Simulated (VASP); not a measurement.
# La (P6_3/mmc) in VASP: single point with PBE

Aim: the single point of La with PBE.

Program: VASP 6.6.1. These are calculated values, not measurements. Logs are shortened: lines on timing, memory, paths and dates and some standing lists are left out, and cuts for length are marked.

## 1. The cell of the first run

Symmetry: P6_3/mmc, No. 194, hexagonal system. The conventional cell has a = 3.770 Å, b = 3.770 Å, c = 12.083 Å, α = 90.00°, β = 90.00°, γ = 120.00°. La (site symmetry -3m) has 12 La at 3.72 to 3.77 Å within 4.9 Å. La (site symmetry -6m2) has 12 La at 3.72 to 3.77 Å within 4.9 Å.

## 2. Single point, PBE, non-collinear spin, zero start, spin-orbit coupling (37.18 Å³/atom)

Contents of INCAR:

```
SYSTEM = La
PREC = Accurate
ENCUT = 500
EDIFF = 1E-6
ISMEAR = 0
SIGMA = 0.05
LREAL = .False.
LASPH = .True.
NELM = 200
ALGO = Normal
ISIF = 2
LWAVE = .False.
LCHARG = .True.
LNONCOLLINEAR = .True.
MAGMOM = 0 0 0 0 0 0 0 0 0 0 0 0
LORBIT = 11
LSORBIT = .True.
GGA_COMPAT = .False.
LORBMOM = .True.
LMAXMIX = 6
GGA = PE
LVHAR = .True.
NBANDS = 58
KPAR = 4
```

Contents of KPOINTS:

```
Automatic mesh
0
Gamma
  14 14 4
  0 0 0
```

Contents of POSCAR:

```
La
1.0
    3.7697448089      0.0000000000      0.0000000000
   -1.8848724044      3.2646947703      0.0000000000
    0.0000000000      0.0000000000     12.0831157559
La
4
Direct
    0.0000000000      0.0000000000      0.0000000000
    0.0000000000      0.0000000000      0.5000000000
    0.3333333333      0.6666666667      0.2500000000
    0.6666666667      0.3333333333      0.7500000000
```

Potentials or basis: VASP PAW PBE potentials, release 64 (La).

Started as:

```
$ cat potpaw_PBE.64/La/POTCAR > POTCAR
$ mpirun -np 4 vasp_ncl > vasp.out
```

OUTCAR:

```text
SYSTEM = La
   PREC = Accurate
   ENCUT = 500
   EDIFF = 1E-6
   ISMEAR = 0
   LREAL = .False.
   LASPH = .True.
   NELM = 200
   ISIF = 2
   LNONCOLLINEAR = .True.
   LORBIT = 11
   LSORBIT = .True.
   GGA = PE

 ion  position               nearest neighbor table
   1  0.000  0.000  0.000-
   2  0.000  0.000  0.500-
   3  0.333  0.667  0.250-
   4  0.667  0.333  0.750-

  LATTYP: Found a hexagonal cell.
 ALAT       =     3.7697448089
 C/A-ratio  =     3.2052874580

  Lattice vectors:

 A1 = (   3.7697448089,   0.0000000000,   0.0000000000)
 A2 = (  -1.8848724044,   3.2646947703,   0.0000000000)
 A3 = (   0.0000000000,   0.0000000000,  12.0831157559)

Analysis of symmetry for initial positions (statically):
=====================================================================
 Subroutine PRICEL returns:
 Original cell was already a primitive cell.

 Routine SETGRP: Setting up the symmetry group for a
 hexagonal supercell.

 Subroutine GETGRP returns: Found 24 space group operations
 (whereof 12 operations were pure point group operations)
 out of a pool of 24 trial point group operations.

The static configuration has the point symmetry D_3d.
 The point group associated with its full space group is D_6h.

Analysis of symmetry for dynamics (positions and initial velocities):
=====================================================================
 Subroutine PRICEL returns:
 Original cell was already a primitive cell.

 Routine SETGRP: Setting up the symmetry group for a
 hexagonal supercell.

 Subroutine GETGRP returns: Found 24 space group operations
 (whereof 12 operations were pure point group operations)
 out of a pool of 24 trial point group operations.

The dynamic configuration has the point symmetry D_3d.
 The point group associated with its full space group is D_6h.

Analysis of structural, dynamic, and magnetic symmetry:
=====================================================================
 Subroutine PRICEL returns:
 Original cell was already a primitive cell.

 Routine SETGRP: Setting up the symmetry group for a
 hexagonal supercell.

 Subroutine GETGRP returns: Found 24 space group operations
 (whereof 12 operations were pure point group operations)
 out of a pool of 24 trial point group operations.

The overall configuration has the point symmetry D_3d.
 The point group associated with its full space group is D_6h.

 Subroutine INISYM returns: Found 24 space group operations
 (whereof 12 operations are pure point group operations),
 and found     1 'primitive' translations

----------------------------------------------------------------------------------------

                                     Primitive cell

  volume of cell :     148.7077

  direct lattice vectors                    reciprocal lattice vectors
     3.769744809  0.000000000  0.000000000     0.265269945  0.153153674  0.000000000
    -1.884872404  3.264694770  0.000000000     0.000000000  0.306307349  0.000000000
     0.000000000  0.000000000 12.083115756     0.000000000  0.000000000  0.082760111

  length of vectors
     3.769744809  3.769744809 12.083115756     0.306307349  0.306307349  0.082760111

  position of ions in fractional coordinates (direct lattice)
     0.000000000  0.000000000  0.000000000
     0.000000000  0.000000000  0.500000000
     0.333333333  0.666666667  0.250000000
     0.666666667  0.333333333  0.750000000
[... 124 lines left out ...]
  ---------------------------------------------------
  ext. energy  EPLUGINS =         0.00000000
  ---------------------------------------------------
  free energy    TOTEN  =       -20.73492274 eV

  energy without entropy =      -20.72755291  energy(sigma->0) =      -20.73123783

 E-fermi :   7.8710     XC(G=0):  -9.5588

 val. band max:        7.8678267531   @ k =   0.2857   0.2857   0.2500
 cond. band min:       7.8769345671   @ k =   0.2857   0.2857   0.0000
 fundamental gap:      0.0091078140
 Fermi energy:         7.8710195269

 k-point     1 :       0.0000    0.0000    0.0000
  band No.  band energies     occupation
      1     -25.0190      1.00000
      2     -25.0190      1.00000
      3     -24.9180      1.00000
      4     -24.9180      1.00000
      5     -24.9142      1.00000
      6     -24.9142      1.00000
[... 1405 lines left out ...]
     55       9.0349      0.00000
     56       9.0354      0.00000

 [... further k-points ...]

 [bands above 56 left out]

------------------------ aborting loop because EDIFF is reached ----------------------------------------

  FORCE on cell =-STRESS in cart. coord.  units (eV):
  Direction    XX          YY          ZZ          XY          YZ          ZX
  --------------------------------------------------------------------------------------
  -------------------------------------------------------------------------------------
  Total        0.0275277      0.0275277     -0.0767466      0.0000000      0.0000000     -0.0000000
  in kB        0.2965841      0.2965841     -0.8268679      0.0000000      0.0000000     -0.0000000
  external PRESSURE =      -0.0778999 kB  Pullay stress =       0.0000000 kB

 VOLUME and BASIS-vectors are now :
 -----------------------------------------------------------------------------
  energy-cutoff  :      500.00
  volume of cell :      148.71
      direct lattice vectors                 reciprocal lattice vectors
     3.769744809  0.000000000  0.000000000     0.265269945  0.153153674  0.000000000
    -1.884872404  3.264694770  0.000000000     0.000000000  0.306307349  0.000000000
     0.000000000  0.000000000 12.083115756     0.000000000  0.000000000  0.082760111

 POSITION                                       TOTAL-FORCE (eV/Angst)
 -----------------------------------------------------------------------------------
      0.00000      0.00000      0.00000        -0.000000      0.000000      0.000000
      0.00000      0.00000      6.04156        -0.000000      0.000000      0.000000
     -0.00000      2.17646      3.02078        -0.000000      0.000000     -0.000000
      1.88487      1.08823      9.06234         0.000000     -0.000000      0.000000
 -----------------------------------------------------------------------------------
    total drift:                               -0.000000      0.000000      0.000000

  FREE ENERGIE OF THE ION-ELECTRON SYSTEM (eV)
  ---------------------------------------------------
  free  energy   TOTEN  =       -20.7349227441 eV

  energy  without entropy=      -20.7275529094  energy(sigma->0) =      -20.73123783

 orbital moment (x)

 # of ion     p       d       f       tot
 ------------------------------------------------
  1         0.000  -0.000  -0.000  -0.000
  2         0.000   0.000   0.000   0.000
  3         0.000  -0.000   0.000  -0.000
  4         0.000  -0.000   0.000  -0.000
 ------------------------------------------------
            0.000  -0.000   0.000  -0.000

 orbital moment (y)

 # of ion     p       d       f       tot
 ------------------------------------------------
  1         0.000  -0.000  -0.000  -0.000
  2        -0.000   0.000   0.000   0.000
  3         0.000  -0.000  -0.000  -0.000
  4        -0.000   0.000   0.000   0.000
 ------------------------------------------------
            0.000   0.000  -0.000   0.000

 orbital moment (z)

 # of ion     p       d       f       tot
 ------------------------------------------------
  1         0.000   0.000  -0.000  -0.000
  2         0.000   0.000   0.000   0.000
  3         0.000   0.000   0.000   0.000
  4         0.000   0.000   0.000   0.000
 ------------------------------------------------
            0.000   0.000   0.000   0.000

 Spin-Orbit-Coupling matrix elements

 Ion:    1  E_soc:     -0.5976727
 l=   1
     0.0000000    -0.0984661    -0.0986740
    -0.0984661     0.0000000    -0.0984661
    -0.0986740    -0.0984661     0.0000000
 l=   2
     0.0000000    -0.0001992     0.0000000    -0.0001992    -0.0007957
    -0.0001992     0.0000000    -0.0005333    -0.0001562    -0.0001992
     0.0000000    -0.0005333     0.0000000    -0.0005333     0.0000000
    -0.0001992    -0.0001562    -0.0005333     0.0000000    -0.0001992
    -0.0007957    -0.0001992     0.0000000    -0.0001992     0.0000000
 l=   3
     0.0000000    -0.0000217     0.0000000     0.0000000     0.0000000    -0.0000217    -0.0000764
    -0.0000217     0.0000000    -0.0000217     0.0000000    -0.0000217    -0.0000591    -0.0000100
     0.0000000    -0.0000217     0.0000000    -0.0000612    -0.0000067    -0.0000217     0.0000000
     0.0000000     0.0000000    -0.0000612     0.0000000    -0.0000612     0.0000000     0.0000000
[... 49 lines left out ...]
 l=   2
     0.0000000    -0.0002163     0.0000000    -0.0002163    -0.0007818
    -0.0002163     0.0000000    -0.0006267    -0.0002414    -0.0002163
     0.0000000    -0.0006267     0.0000000    -0.0006267     0.0000000
    -0.0002163    -0.0002414    -0.0006267     0.0000000    -0.0002163
    -0.0007818    -0.0002163     0.0000000    -0.0002163     0.0000000
 l=   3
     0.0000000    -0.0000190     0.0000000     0.0000000     0.0000000    -0.0000190    -0.0000814
    -0.0000190     0.0000000    -0.0000194     0.0000000    -0.0000194    -0.0000359    -0.0000101
     0.0000000    -0.0000194     0.0000000    -0.0000590    -0.0000071    -0.0000194     0.0000000
     0.0000000     0.0000000    -0.0000590     0.0000000    -0.0000590     0.0000000     0.0000000
     0.0000000    -0.0000194    -0.0000071    -0.0000590     0.0000000    -0.0000194     0.0000000
    -0.0000190    -0.0000359    -0.0000194     0.0000000    -0.0000194     0.0000000    -0.0000101
    -0.0000814    -0.0000101     0.0000000     0.0000000     0.0000000    -0.0000101     0.0000000

 total charge

# of ion       s       p       d       f       tot
--------------------------------------------------
    1        2.065   5.554   0.890   0.087   8.595
    2        2.065   5.554   0.890   0.087   8.595
    3        2.068   5.560   0.883   0.078   8.589
    4        2.068   5.560   0.883   0.078   8.589
--------------------------------------------------
tot          8.266  22.227   3.545   0.329  34.368

 magnetization (x)

# of ion       s       p       d       f       tot
--------------------------------------------------
    1       -0.000   0.000   0.000   0.000  -0.000
    2       -0.000   0.000  -0.000   0.000  -0.000
    3        0.000   0.000   0.000   0.000   0.000
    4        0.000   0.000   0.000   0.000   0.000
--------------------------------------------------
tot          0.000   0.000   0.000   0.000   0.000

 magnetization (y)

# of ion       s       p       d       f       tot
--------------------------------------------------
    1       -0.000   0.000  -0.000   0.000  -0.000
    2        0.000   0.000   0.000  -0.000   0.000
    3        0.000   0.000   0.000  -0.000  -0.000
    4        0.000   0.000   0.000  -0.000  -0.000
--------------------------------------------------
tot         -0.000   0.000  -0.000  -0.000  -0.000

 magnetization (z)

# of ion       s       p       d       f       tot
--------------------------------------------------
    1       -0.000   0.000  -0.000   0.000  -0.000
    2       -0.000   0.000   0.000   0.000  -0.000
    3        0.000   0.000   0.000   0.000   0.000
    4        0.000   0.000   0.000   0.000   0.000
--------------------------------------------------
tot         -0.000   0.000  -0.000   0.000  -0.000
```

It took 8.1 min on 4 MPI ranks of AMD EPYC 9R45 (Zen 5), shared host; peak memory 1.1 GiB.

Results:

| Item | Value |
| --- | --- |
| Free energy | -20.7349 eV |
| Pressure | 0.0 GPa |
| Net moment | 0.00 μB per cell |
| Valence electrons inside the program's atomic spheres | La 8.60, 8.59 (each value once) |

Moments on the atoms (μB; x, y, z):
```
La  0.00 0.00 0.00
La  0.00 0.00 0.00
La  0.00 0.00 0.00
La  0.00 0.00 0.00
```
